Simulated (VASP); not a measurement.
# MoSe (R3m) in VASP: single point with PBE+U

Aim: the single point of MoSe with PBE+U.

Everything below comes from runs of VASP 6.6.1. Logs are shortened: lines on timing, memory, paths and dates and some standing lists are left out, and cuts for length are marked.

## (1) The cell of the first run

It takes space group R3m (No. 160, trigonal). The conventional cell has a = 4.217 Å, b = 4.217 Å, c = 11.698 Å, α = 90.00°, β = 90.00°, γ = 120.00°. Within 3.5 Å of Mo (site symmetry 3m) lie 4 Se at 2.65 to 2.84 Å. Se (site symmetry 3m) has 4 Mo at 2.65 to 2.84 Å within 3.5 Å.

## (2) Single point, PBE+U, collinear spin

Contents of INCAR:

```
SYSTEM = MoSe
PREC = Accurate
ENCUT = 520
EDIFF = 1E-6
ISMEAR = 0
SIGMA = 0.1
LREAL = .FALSE.
LASPH = .TRUE.
NELM = 150
ALGO = Normal
ISIF = 2
LWAVE = .FALSE.
LCHARG = .FALSE.
ISPIN = 2
MAGMOM = 2 -2 0 0
LORBIT = 11
LMAXMIX = 4
LDAU = .TRUE.
LDAUTYPE = 2
LDAUL = 2 -1
LDAUU = 4.38 0
LDAUJ = 0 0
LDAUPRINT = 1
GGA = PE
NBANDS = 32
```

Contents of KPOINTS:

```
Automatic mesh
0
G
  12 12 6
  0 0 0
```

Contents of POSCAR:

```
MoSe
1.0
    0.0000000000      2.9818182716      2.9818182716
    2.9818182716      0.0000000000      2.9818182716
    6.4903097215      6.4903097215     -0.5266731783
Mo Se
2 2
Direct
    1.0034184507      0.0034184507     -0.0051276761
    1.0034184507      0.0034184507      0.4948723239
    0.2465815493      0.2465815493      0.1301276761
    0.2465815493      0.2465815493      0.6301276761
```

Potentials or basis: VASP PAW PBE potentials, release 64 (Mo_sv, Se).

Command:

```console
$ cat potpaw_PBE.64/Mo_sv/POTCAR potpaw_PBE.64/Se/POTCAR > POTCAR
$ mpirun -np 1 vasp_std > vasp.out
```

OUTCAR:

```text
SYSTEM = MoSe
   PREC = Accurate
   ENCUT = 520
   EDIFF = 1E-6
   ISMEAR = 0
   LREAL = .FALSE.
   LASPH = .TRUE.
   NELM = 150
   ISIF = 2
   ISPIN = 2
   LORBIT = 11
   GGA = PE

 ion  position               nearest neighbor table
   1  0.003  0.003  0.995-   3 2.65   3 2.65   3 2.65   4 2.84
   2  0.003  0.003  0.495-   4 2.65   4 2.65   4 2.65   3 2.84
   3  0.247  0.247  0.130-   1 2.65   1 2.65   1 2.65   2 2.84
   4  0.247  0.247  0.630-   2 2.65   2 2.65   2 2.65   1 2.84

  LATTYP: Found a trigonal (rhomboedric) cell.
 ALAT       =     8.1696477763
 COS(alpha) =     0.8667842183

  Lattice vectors:

 A1 = (   6.4903097215,   3.5084914499,  -3.5084914499)
 A2 = (   3.5084914499,   3.5084914499,  -6.4903097215)
 A3 = (   3.5084914499,   6.4903097215,  -3.5084914499)

Analysis of symmetry for initial positions (statically):
=====================================================================
 Subroutine PRICEL returns following result:

  LATTYP: Found a trigonal (rhomboedric) cell.
 ALAT       =     4.5968909384
 COS(alpha) =     0.5792404879
[... 12 lines left out ...]
 Subroutine GETGRP returns: Found  6 space group operations
 (whereof  6 operations were pure point group operations)
 out of a pool of 12 trial point group operations.

The static configuration has the point symmetry C_3v.

Analysis of symmetry for dynamics (positions and initial velocities):
=====================================================================
 Subroutine PRICEL returns following result:

  LATTYP: Found a trigonal (rhomboedric) cell.
 ALAT       =     4.5968909384
 COS(alpha) =     0.5792404879
[... 12 lines left out ...]
 Subroutine GETGRP returns: Found  6 space group operations
 (whereof  6 operations were pure point group operations)
 out of a pool of 12 trial point group operations.

The dynamic configuration has the point symmetry C_3v.

Analysis of structural, dynamic, and magnetic symmetry:
=====================================================================
 Subroutine PRICEL returns following result:

  LATTYP: Found a trigonal (rhomboedric) cell.
 ALAT       =     4.5968909384
 COS(alpha) =     0.5792404879
[... 12 lines left out ...]
 Subroutine GETGRP returns: Found  6 space group operations
 (whereof  6 operations were pure point group operations)
 out of a pool of 12 trial point group operations.

The overall configuration has the point symmetry C_3v.

 Subroutine INISYM returns: Found  6 space group operations
 (whereof  6 operations are pure point group operations),
 and found     2 'primitive' translations

----------------------------------------------------------------------------------------

                                     Primitive cell

  volume of cell :      60.0483

  direct lattice vectors                    reciprocal lattice vectors
     3.245154861  0.263336589 -3.245154861     0.161144669 -0.174221175 -0.161144669
     0.263336589  3.245154861 -3.245154861    -0.174221175  0.161144669 -0.161144669
     3.245154861  3.245154861 -0.263336589     0.161144669  0.161144669  0.174221175

  length of vectors
     4.596890938  4.596890938  4.596890938     0.286859245  0.286859245  0.286859245

  position of ions in fractional coordinates (direct lattice)
     0.996581549  0.996581549  0.996581549
     0.753418451  0.753418451  0.753418451

  ion indices of the primitive-cell ions
   primitive index   ion index
                 1           1
                 2           3

----------------------------------------------------------------------------------------

 KPOINTS: Automatic mesh

Automatic generation of k-mesh.
 Grid dimensions read from file:
 generate k-points for:   12   12    6

 Generating k-lattice:

  Cartesian coordinates                     Fractional coordinates (reciprocal lattice)
    -0.013428722  0.014518431  0.013428722     0.083333333  0.000000000  0.000000000
     0.014518431 -0.013428722  0.013428722     0.000000000  0.083333333  0.000000000
     0.012339014  0.012339014 -0.012339014     0.000000000  0.000000000  0.166666667

  Length of vectors
     0.023904937  0.023904937  0.021371798

[... 76 lines left out ...]
  Thomas-Fermi vector in A             =   2.271501
   LORBIT       =     11    0 simple, 1 ext, 2 COOP (PROOUT), +10 PAW based schemes
 LDA+U is selected, type is set to LDAUTYPE =  2
   angular momentum for each species LDAUL =     2   -1
   U (eV)           for each species LDAUU =   4.4  0.0
   J (eV)           for each species LDAUJ =   0.0  0.0
   GGA     = PE    functional components
   LHFCALC =     F    Hartree Fock is set to
   AEXX    =    0.0000 exact exchange contribution
   IVDW    =     0    specifies the selected vdW correction
   LEPSILON=     F    determine dielectric tensor
   LRPA    =     F    only Hartree local field effects (RPA)
 spin polarized calculation
 Gauss-broadening in eV      SIGMA  =   0.10
  energy-cutoff  :      520.00
  volume of cell :      120.10
 maximum number of plane-waves:      3262
   NGX = 15   NGY = 15   NGZ = 35

atom =   1  type =  1  l = 2

 onsite density matrix

spin component  1

  0.6691 -0.0819  0.0218 -0.0819  0.0000
 -0.0819  0.6691  0.0109  0.0819 -0.0189
  0.0218  0.0109  0.8298  0.0109  0.0000
 -0.0819  0.0819  0.0109  0.6691  0.0189
  0.0000 -0.0189  0.0000  0.0189  0.8298

spin component  2

  0.0717  0.0048 -0.0016  0.0048 -0.0000
  0.0048  0.0717 -0.0008 -0.0048  0.0014
 -0.0016 -0.0008  0.0212 -0.0008 -0.0000
  0.0048 -0.0048 -0.0008  0.0717 -0.0014
 -0.0000  0.0014 -0.0000 -0.0014  0.0212

 occupancies and eigenvectors

  o =  0.0211  v =  0.0000  0.0000  0.0000  0.0000  0.0000  0.0288  0.0110  0.9906  0.0177  0.1324      0.0000  0.0000  0.0000  0.0000  0.0000  0.0000  0.0000  0.0000  0.0000  0.0000
  o =  0.0211  v =  0.0000  0.0000  0.0000  0.0000  0.0000 -0.0038 -0.0268 -0.1324  0.0230  0.9906      0.0000  0.0000  0.0000  0.0000  0.0000  0.0000  0.0000  0.0000  0.0000  0.0000
  o =  0.0621  v =  0.0000  0.0000  0.0000  0.0000  0.0000 -0.5774  0.5774 -0.0000  0.5774  0.0000      0.0000  0.0000  0.0000  0.0000  0.0000  0.0000  0.0000  0.0000  0.0000  0.0000
  o =  0.0765  v =  0.0000  0.0000  0.0000  0.0000  0.0000  0.2643  0.8007 -0.0115 -0.5364  0.0336      0.0000  0.0000  0.0000  0.0000  0.0000  0.0000  0.0000  0.0000  0.0000  0.0000
  o =  0.0765  v =  0.0000  0.0000  0.0000  0.0000  0.0000  0.7720  0.1571 -0.0336  0.6149 -0.0115      0.0000  0.0000  0.0000  0.0000  0.0000  0.0000  0.0000  0.0000  0.0000  0.0000
  o =  0.5842  v = -0.1866 -0.7774  0.0249  0.5908 -0.1054  0.0000  0.0000  0.0000  0.0000  0.0000      0.0000  0.0000  0.0000  0.0000  0.0000  0.0000  0.0000  0.0000  0.0000  0.0000
  o =  0.5842  v =  0.7899  0.2334 -0.1054  0.5566 -0.0249  0.0000  0.0000  0.0000  0.0000  0.0000      0.0000  0.0000  0.0000  0.0000  0.0000  0.0000  0.0000  0.0000  0.0000  0.0000
  o =  0.8327  v = -0.0884 -0.0442 -0.9941 -0.0442 -0.0000  0.0000  0.0000  0.0000  0.0000  0.0000      0.0000  0.0000  0.0000  0.0000  0.0000  0.0000  0.0000  0.0000  0.0000  0.0000
  o =  0.8327  v =  0.0000 -0.0766 -0.0000  0.0766  0.9941  0.0000  0.0000  0.0000  0.0000  0.0000      0.0000  0.0000  0.0000  0.0000  0.0000  0.0000  0.0000  0.0000  0.0000  0.0000
  o =  0.8329  v =  0.5774 -0.5774  0.0000 -0.5774 -0.0000  0.0000  0.0000  0.0000  0.0000  0.0000      0.0000  0.0000  0.0000  0.0000  0.0000  0.0000  0.0000  0.0000  0.0000  0.0000

atom =   2  type =  1  l = 2

 onsite density matrix

spin component  1

  0.0717  0.0048 -0.0016  0.0048 -0.0000
  0.0048  0.0717 -0.0008 -0.0048  0.0014
 -0.0016 -0.0008  0.0212 -0.0008 -0.0000
  0.0048 -0.0048 -0.0008  0.0717 -0.0014
 -0.0000  0.0014 -0.0000 -0.0014  0.0212

spin component  2

  0.6691 -0.0819  0.0218 -0.0819  0.0000
 -0.0819  0.6691  0.0109  0.0819 -0.0189
  0.0218  0.0109  0.8298  0.0109  0.0000
 -0.0819  0.0819  0.0109  0.6691  0.0189
  0.0000 -0.0189  0.0000  0.0189  0.8298

 occupancies and eigenvectors

  o =  0.0211  v =  0.0089 -0.0194  0.3076  0.0284  0.9509  0.0000  0.0000  0.0000  0.0000  0.0000      0.0000  0.0000  0.0000  0.0000  0.0000  0.0000  0.0000  0.0000  0.0000  0.0000
  o =  0.0211  v = -0.0276 -0.0215 -0.9509 -0.0061  0.3076  0.0000  0.0000  0.0000  0.0000  0.0000      0.0000  0.0000  0.0000  0.0000  0.0000  0.0000  0.0000  0.0000  0.0000  0.0000
  o =  0.0621  v = -0.5774  0.5774 -0.0000  0.5774 -0.0000  0.0000  0.0000  0.0000  0.0000  0.0000      0.0000  0.0000  0.0000  0.0000  0.0000  0.0000  0.0000  0.0000  0.0000  0.0000
  o =  0.0765  v =  0.4032 -0.4128 -0.0176  0.8160 -0.0309  0.0000  0.0000  0.0000  0.0000  0.0000      0.0000  0.0000  0.0000  0.0000  0.0000  0.0000  0.0000  0.0000  0.0000  0.0000
  o =  0.0765  v =  0.7094  0.7039 -0.0309  0.0055  0.0176  0.0000  0.0000  0.0000  0.0000  0.0000      0.0000  0.0000  0.0000  0.0000  0.0000  0.0000  0.0000  0.0000  0.0000  0.0000
  o =  0.5842  v =  0.0000  0.0000  0.0000  0.0000  0.0000  0.6933  0.7122 -0.0925 -0.0190  0.0563      0.0000  0.0000  0.0000  0.0000  0.0000  0.0000  0.0000  0.0000  0.0000  0.0000
  o =  0.5842  v =  0.0000  0.0000  0.0000  0.0000  0.0000 -0.4222  0.3893  0.0563 -0.8115  0.0925      0.0000  0.0000  0.0000  0.0000  0.0000  0.0000  0.0000  0.0000  0.0000  0.0000
  o =  0.8327  v =  0.0000  0.0000  0.0000  0.0000  0.0000 -0.0884 -0.0442 -0.9941 -0.0442 -0.0000      0.0000  0.0000  0.0000  0.0000  0.0000  0.0000  0.0000  0.0000  0.0000  0.0000
  o =  0.8327  v =  0.0000  0.0000  0.0000  0.0000  0.0000  0.0000 -0.0766 -0.0000  0.0766  0.9941      0.0000  0.0000  0.0000  0.0000  0.0000  0.0000  0.0000  0.0000  0.0000  0.0000
  o =  0.8329  v =  0.0000  0.0000  0.0000  0.0000  0.0000  0.5774 -0.5774  0.0000 -0.5774 -0.0000      0.0000  0.0000  0.0000  0.0000  0.0000  0.0000  0.0000  0.0000  0.0000  0.0000

 number of electron      39.9999997 magnetization       0.0000000

 Free energy of the ion-electron system (eV)
  ---------------------------------------------------
  ext. energy  EPLUGINS =         0.00000000
  ---------------------------------------------------
  free energy    TOTEN  =       -19.72240724 eV

  energy without entropy =      -19.71058813  energy(sigma->0) =      -19.71649768

 E-fermi :   4.0482     XC(G=0):  -8.8322

 val. band max:        4.0471786500   @ k =   0.2500   0.2500   0.1667
 cond. band min:       4.0583201125   @ k =  -0.1667   0.3333   0.1667
 fundamental gap:      0.0111414624
 Fermi energy:         4.0482273332

 spin component 1

 k-point     1 :       0.0000    0.0000    0.0000
  band No.  band energies     occupation
      1     -57.8853      1.00000
      2     -55.6686      1.00000
      3     -32.1438      1.00000
      4     -32.1438      1.00000
      5     -32.0322      1.00000
      6     -29.7148      1.00000
[... 1673 lines left out ...]
     31      11.0571      0.00000
     32      11.4153      0.00000

 [... further k-points ...]

------------------------ aborting loop because EDIFF is reached ----------------------------------------

  FORCE on cell =-STRESS in cart. coord.  units (eV):
  Direction    XX          YY          ZZ          XY          YZ          ZX
  --------------------------------------------------------------------------------------
  -------------------------------------------------------------------------------------
  Total       -0.9223216     -0.9223216     -0.9223216     -0.1751981      0.1751981      0.1751981
  in kB      -12.3044527    -12.3044527    -12.3044527     -2.3372727      2.3372727      2.3372727
  external PRESSURE =     -12.3044527 kB  Pullay stress =       0.0000000 kB

 VOLUME and BASIS-vectors are now :
 -----------------------------------------------------------------------------
  energy-cutoff  :      520.00
  volume of cell :      120.10
      direct lattice vectors                 reciprocal lattice vectors
     0.000000000  2.981818272  2.981818272    -0.161144669  0.174221175  0.161144669
     2.981818272  0.000000000  2.981818272     0.174221175 -0.161144669  0.161144669
     6.490309722  6.490309722 -0.526673178     0.074034081  0.074034081 -0.074034081

 POSITION                                       TOTAL-FORCE (eV/Angst)
 -----------------------------------------------------------------------------------
      6.46722      6.46722     -0.50359         0.029355      0.029355     -0.029355
      3.22207      3.22207     -0.24025         0.029355      0.029355     -0.029355
      1.57983      1.57983      1.40199        -0.029355     -0.029355      0.029355
      4.82499      4.82499      1.13865        -0.029355     -0.029355      0.029355
 -----------------------------------------------------------------------------------
    total drift:                                0.000030      0.000030     -0.000005

  FREE ENERGIE OF THE ION-ELECTRON SYSTEM (eV)
  ---------------------------------------------------
  free  energy   TOTEN  =       -19.7224072359 eV

  energy  without entropy=      -19.7105881306  energy(sigma->0) =      -19.71649768

 total charge

# of ion       s       p       d       tot
------------------------------------------
    1        2.213   6.060   3.888  12.161
    2        2.213   6.060   3.888  12.161
    3        1.439   2.386   0.038   3.864
    4        1.439   2.386   0.038   3.864
--------------------------------------------------
tot          7.306  16.893   7.852  32.050

 magnetization (x)

# of ion       s       p       d       tot
------------------------------------------
    1        0.045   0.033   3.383   3.462
    2       -0.045  -0.033  -3.383  -3.462
    3       -0.008  -0.168   0.018  -0.157
    4        0.008   0.168  -0.018   0.157
--------------------------------------------------
tot          0.000   0.000   0.000   0.000
```

It took 19 min on 1 thread of Oxide Virtual Turin-like, shared host; peak memory 0.65 GiB.

Results:

```
Free energy                                           : -19.7224 eV
Pressure                                              : -1.2 GPa
Largest force                                         : 0.051 eV/Å
Band gap on the k mesh                                : zero (filled and empty bands overlap)
Net moment                                            : 0.00 μB per cell
Site moments                                          : Mo +3.46, -3.46; Se -0.16, +0.16 μB
Valence electrons inside the program's atomic spheres : Mo 12.16; Se 3.86
```

Forces in eV/Å, atoms in the order of the input:
```
Mo   0.029  0.029 -0.029
Mo   0.029  0.029 -0.029
Se  -0.029 -0.029  0.029
Se  -0.029 -0.029  0.029
```

Eigenvalues of the final occupation matrices:
```
    site  spin  trace               eigenvalues
site 1 d     1   3.67  0.58 0.58 0.83 0.83 0.83
site 1 d     2   0.26  0.02 0.02 0.06 0.08 0.08
site 2 d     1   0.26  0.02 0.02 0.06 0.08 0.08
site 2 d     2   3.67  0.58 0.58 0.83 0.83 0.83
```
